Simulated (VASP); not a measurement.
# CeO2 (Fm-3m) in VASP: further runs, part 2 of 2

VASP 6.6.1. The steps go on from the part before.

### 3 Single point, r2SCAN (12.99 Å³/atom)

This run uses another cell than the first one, of 12.99 Å³/atom.

Contents of POSCAR:

```
CeO2
1.0
    0.0000000000      2.6911866343      2.6911866343
    2.6911866343      0.0000000000      2.6911866343
    2.6911866343      2.6911866343      0.0000000000
Ce O
1 2
Direct
    0.0000000000      0.0000000000      0.0000000000
    0.2500000000      0.2500000000      0.2500000000
    0.7500000000      0.7500000000      0.7500000000
```

Contents of INCAR.step1:

```
SYSTEM = CeO2
  ALGO = Normal
  EDIFF = 1E-4
  ENCUT = 520
  GGA = PE
  ISMEAR = 0
  LASPH = .TRUE.
  LCHARG = .FALSE.
  LREAL = .FALSE.
  LWAVE = .TRUE.
  NBANDS = 19
  NELM = 80
  PREC = Accurate
  SIGMA = 0.01
```

Contents of INCAR.step2:

```
SYSTEM = CeO2
  ALGO = Normal
  EDIFF = 1E-6
  ENCUT = 520
  ISIF = 2
  ISMEAR = 0
  ISTART = 1
  LASPH = .TRUE.
  LCHARG = .TRUE.
  LELF = .TRUE.
  LMIXTAU = .TRUE.
  LREAL = .FALSE.
  LVHAR = .TRUE.
  LWAVE = .FALSE.
  METAGGA = R2SCAN
  NBANDS = 19
  NELM = 80
  PREC = Accurate
  SIGMA = 0.01
```

Contents of KPOINTS:

```
k-points
0
G
  6 6 6
  0 0 0
```

Potentials or basis: VASP PAW PBE potentials, release 64 (Ce, O).

Launch:

```
cat potpaw_PBE.64/Ce/POTCAR potpaw_PBE.64/O/POTCAR > POTCAR
cp INCAR.step1 INCAR
mpirun -np 1 vasp_std > vasp.out
cp INCAR.step2 INCAR
mpirun -np 1 vasp_std > vasp.out
```

OUTCAR:

```text
SYSTEM = CeO2
   EDIFF = 1E-6
   ENCUT = 520
   ISIF = 2
   ISMEAR = 0
   ISTART = 1
   LASPH = .TRUE.
   LREAL = .FALSE.
   METAGGA = R2SCAN
   NELM = 80
   PREC = Accurate

 ion  position               nearest neighbor table
   1  0.000  0.000  0.000-   3 2.33   3 2.33   3 2.33   2 2.33   3 2.33   2 2.33   2 2.33   2 2.33

   2  0.250  0.250  0.250-   1 2.33   1 2.33   1 2.33   1 2.33
   3  0.750  0.750  0.750-   1 2.33   1 2.33   1 2.33   1 2.33

  LATTYP: Found a face centered cubic cell.
 ALAT       =     5.3823732686

  Lattice vectors:

 A1 = (   0.0000000000,   2.6911866343,   2.6911866343)
 A2 = (   2.6911866343,   0.0000000000,   2.6911866343)
 A3 = (   2.6911866343,   2.6911866343,   0.0000000000)

Analysis of symmetry for initial positions (statically):
=====================================================================
 Subroutine PRICEL returns:
 Original cell was already a primitive cell.

 Routine SETGRP: Setting up the symmetry group for a
 face centered cubic supercell.

 Subroutine GETGRP returns: Found 48 space group operations
 (whereof 48 operations were pure point group operations)
 out of a pool of 48 trial point group operations.

The static configuration has the point symmetry O_h .

Analysis of symmetry for dynamics (positions and initial velocities):
=====================================================================
 Subroutine PRICEL returns:
 Original cell was already a primitive cell.

 Routine SETGRP: Setting up the symmetry group for a
 face centered cubic supercell.

 Subroutine GETGRP returns: Found 48 space group operations
 (whereof 48 operations were pure point group operations)
 out of a pool of 48 trial point group operations.

The dynamic configuration has the point symmetry O_h .

[... 105 lines left out ...]
   EFERMI =   0.00;   METHOD = LEGACY
   ISMEAR =     0;   SIGMA  =   0.01  broadening in eV -4-tet -1-fermi 0-gaus
   EFERMI_NEDOS =   21; number of points for ismear=-14 and -15
   IALGO  =     38    algorithm
   IMIX   =      4    mixing-type and parameters
     AMIX     =   0.40;   BMIX     =  1.00
     AMIX_MAG =   1.60;   BMIX_MAG =  1.00
  volume/ion in A,a.u.               =      12.99        87.69
  Fermi-wavevector in a.u.,A,eV,Ry     =   1.392702  2.631825 26.390104  1.939618
  Thomas-Fermi vector in A             =   2.516419
   LORBIT       =      0    0 simple, 1 ext, 2 COOP (PROOUT), +10 PAW based schemes
   METAGGA = R2SCAN    functional components
   LHFCALC =     F    Hartree Fock is set to
   AEXX    =    0.0000 exact exchange contribution
   IVDW    =     0    specifies the selected vdW correction
   LEPSILON=     F    determine dielectric tensor
   LRPA    =     F    only Hartree local field effects (RPA)
 non-spin polarized calculation
 Gauss-broadening in eV      SIGMA  =   0.01
  energy-cutoff  :      520.00
  volume of cell :       38.98
 maximum number of plane-waves:      1067
   NGX = 15   NGY = 15   NGZ = 15

 number of electron      24.0000002 magnetization

 Free energy of the ion-electron system (eV)
  ---------------------------------------------------
  ext. energy  EPLUGINS =         0.00000000
  ---------------------------------------------------
  free energy    TOTEN  =       -54.00820100 eV

  energy without entropy =      -54.00820100  energy(sigma->0) =      -54.00820100

 E-fermi :   5.1791     XC(G=0): -12.1513

 val. band max:        5.1340373135   @ k =   0.5000   0.3333   0.1667
 cond. band min:       7.5193112108   @ k =   0.5000   0.0000   0.0000
 fundamental gap:      2.3852738973
 Fermi energy:         5.1790801999

 k-point     1 :       0.0000    0.0000    0.0000
  band No.  band energies     occupation
      1     -28.2662      2.00000
      2     -12.0834      2.00000
      3     -11.1981      2.00000
      4      -9.8699      2.00000
      5      -9.8699      2.00000
      6      -9.8699      2.00000
[... 329 lines left out ...]
      6      -7.4040      2.00000
[... 11 lines left out ...]
     18       8.1645      0.00000
     19       8.7886      0.00000

------------------------ aborting loop because EDIFF is reached ----------------------------------------

  FORCE on cell =-STRESS in cart. coord.  units (eV):
  Direction    XX          YY          ZZ          XY          YZ          ZX
  --------------------------------------------------------------------------------------
  -------------------------------------------------------------------------------------
  Total        1.4542728      1.4542728      1.4542728      0.0000000     -0.0000000      0.0000000
  in kB       59.7716172     59.7716172     59.7716172      0.0000000     -0.0000000      0.0000000
  external PRESSURE =      59.7716172 kB  Pullay stress =       0.0000000 kB

 VOLUME and BASIS-vectors are now :
 -----------------------------------------------------------------------------
  energy-cutoff  :      520.00
  volume of cell :       38.98
      direct lattice vectors                 reciprocal lattice vectors
     0.000000000  2.691186634  2.691186634    -0.185791648  0.185791648  0.185791648
     2.691186634  0.000000000  2.691186634     0.185791648 -0.185791648  0.185791648
     2.691186634  2.691186634  0.000000000     0.185791648  0.185791648 -0.185791648

 POSITION                                       TOTAL-FORCE (eV/Angst)
 -----------------------------------------------------------------------------------
      0.00000      0.00000      0.00000        -0.000000     -0.000000     -0.000000
      1.34559      1.34559      1.34559         0.000000      0.000000      0.000000
      4.03678      4.03678      4.03678        -0.000000     -0.000000     -0.000000
 -----------------------------------------------------------------------------------
    total drift:                                0.000000      0.000000      0.000000

  FREE ENERGIE OF THE ION-ELECTRON SYSTEM (eV)
  ---------------------------------------------------
  free  energy   TOTEN  =       -54.0082010016 eV

  energy  without entropy=      -54.0082010016  energy(sigma->0) =      -54.00820100
```

OUTCAR.step1:

```text
SYSTEM = CeO2
   EDIFF = 1E-4
   ENCUT = 520
   GGA = PE
   ISMEAR = 0
   LASPH = .TRUE.
   LREAL = .FALSE.
   NELM = 80
[... 564 lines left out ...]
      0.00000      0.00000      0.00000        -0.000000     -0.000000     -0.000000
      1.34559      1.34559      1.34559         0.000000     -0.000000      0.000000
      4.03678      4.03678      4.03678         0.000000      0.000000     -0.000000
 -----------------------------------------------------------------------------------
    total drift:                                0.000000      0.000000      0.000000

  FREE ENERGIE OF THE ION-ELECTRON SYSTEM (eV)
  ---------------------------------------------------
  free  energy   TOTEN  =       -26.1802772374 eV

  energy  without entropy=      -26.1802772374  energy(sigma->0) =      -26.18027724
```

It took 1.8 min on 1 thread of Intel Xeon 8259CL, shared host; peak memory 0.18 GiB.

What came out:

```yaml
Free_energy: -54.0082 eV
Pressure: 6.0 GPa
Band_gap_on_the_k_mesh: 2.39 eV (least direct gap 2.47 eV)
```

Levels at points of the mesh, in eV from the valence-band top:
| k point | band 10 | band 11 | band 12 | band 13 | band 14 | band 15 |
| --- | --- | --- | --- | --- | --- | --- |
| (0.00, 0.00, 0.00) | -0.53 | -0.53 | -0.53 | 2.82 | 2.82 | 2.82 |
| (0.50, 0.00, 0.00) | -1.12 | -0.69 | -0.69 | 2.39 | 2.63 | 2.63 |
| (0.50, 0.50, 0.00) | -0.75 | -0.75 | -0.55 | 2.52 | 2.55 | 2.55 |

Caveat: the cell stands under pressure; the PAW data sets were made with another functional, which shifts forces and pressure a little; spin-orbit coupling is left out, which moves the levels of the heavy elements.
